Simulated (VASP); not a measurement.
Set up this calculation in VASP 6.6.1, as the native input.

```yaml
Task: single point
Functional: PBEsol
Potentials_or_basis: VASP PAW PBE potentials, release 64 (Eu)
Cutoff: 520 eV
k_mesh: 8 × 8 × 8
Occupations: fermi-dirac, width 0.05 eV
Spin: collinear spin, ferromagnetic start
Starting_moments: "[7.0] μB"
Dipole_correction: no
Further_INCAR_settings: ALGO = Normal; EDIFF = 1e-07; NBANDS = 18
```

The structure of Eu lies in POSCAR:

```
Eu
1.0
   -2.2559868084      2.2559868084      2.2559868084
    2.2559868084     -2.2559868084      2.2559868084
    2.2559868084      2.2559868084     -2.2559868084
Eu
1
Direct
    0.0000000000      0.0000000000      0.0000000000
```

This cell differs from its parent crystal: volume scaled by 0.94.

These files were run (other wordings do the same):

INCAR

```
SYSTEM = Eu
PREC = Accurate
ENCUT = 520
EDIFF = 1E-7
ISMEAR = -1
SIGMA = 0.05
LREAL = .False.
LASPH = .True.
NELM = 150
ALGO = Normal
ISIF = 2
LWAVE = .False.
LCHARG = .False.
ISPIN = 2
MAGMOM = 7
LORBIT = 11
LMAXMIX = 6
GGA = PS
NBANDS = 18
```

KPOINTS

```
regular mesh
0
Gamma
  8 8 8
  0 0 0
```

Potentials or basis: VASP PAW PBE potentials, release 64 (Eu).

Run with:

```console
$ cat potpaw_PBE.64/Eu/POTCAR > POTCAR
$ mpirun -np 1 vasp_std > vasp.out
```

It gave:

- Pressure: -2.4 GPa
- Net moment: 7.31 μB per cell
- Site moments: Eu +6.69 μB
- Valence electrons inside the program's atomic spheres: Eu 14.68

Caveat: the PAW data sets were made with another functional, which shifts forces and pressure a little.

Wall time 94 s on 1 thread of Intel(R) Xeon(R) Platinum 8175M CPU @ 2.50GHz (Skylake/Cascade Lake), with other jobs on the host, peak memory 0.22 GiB.
